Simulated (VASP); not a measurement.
A run of VASP 6.6.1:

The input INCAR:

```
SYSTEM = TaIr2PtAu3
PREC = Accurate
ENCUT = 600
EDIFF = 1E-6
ISMEAR = 0
SIGMA = 0.2
LREAL = .FALSE.
LASPH = .TRUE.
NELM = 80
ALGO = Fast
ISIF = 3
LWAVE = .FALSE.
LCHARG = .FALSE.
GGA = PE
IBRION = 2
NSW = 80
EDIFFG = -0.025
```

Contents of KPOINTS:

```
regular mesh
0
G
  6 6 4
  0 0 0
```

Contents of POSCAR:

```
TaIr2PtAu3
1.0
    3.8619753922     -0.0692950649     -0.0699896598
   -0.0692950649      3.8681241129     -0.0199300581
   -0.1457746510     -0.0415103785      8.0674603542
Ta Ir Pt Au
1 2 1 3
Direct
   -0.0100311625      0.0173884766      0.9196844247
    0.5113069584      0.9911302309      0.1265189846
    0.0080952487      0.4942235535      0.1309694883
    0.4921712884      0.4900341860      0.3731301826
    0.9928015353      0.0043147232      0.4035803690
    0.4977029383      1.0067015063      0.6662079084
    0.0079531934      0.4962073235      0.6636853026
```

Potentials or basis: VASP PAW PBE potentials, release 64 (Ta_pv, Ir, Pt, Au).

Run with:

```sh
$ cat potpaw_PBE.64/Ta_pv/POTCAR potpaw_PBE.64/Ir/POTCAR potpaw_PBE.64/Pt/POTCAR potpaw_PBE.64/Au/POTCAR > POTCAR
$ mpirun -np 1 vasp_std > vasp.out
```

Hardware: 1 thread of Intel(R) Xeon(R) 6975P-C (Granite Rapids), with other jobs on the host.

**Question.** How long does it take, and how much memory?

**Answer.** It took 30 min on 1 thread of Intel(R) Xeon(R) 6975P-C (Granite Rapids), with other jobs on the host, peak memory 0.63 GiB. Counts: scf iterations 141, k points 76, ion steps 14.
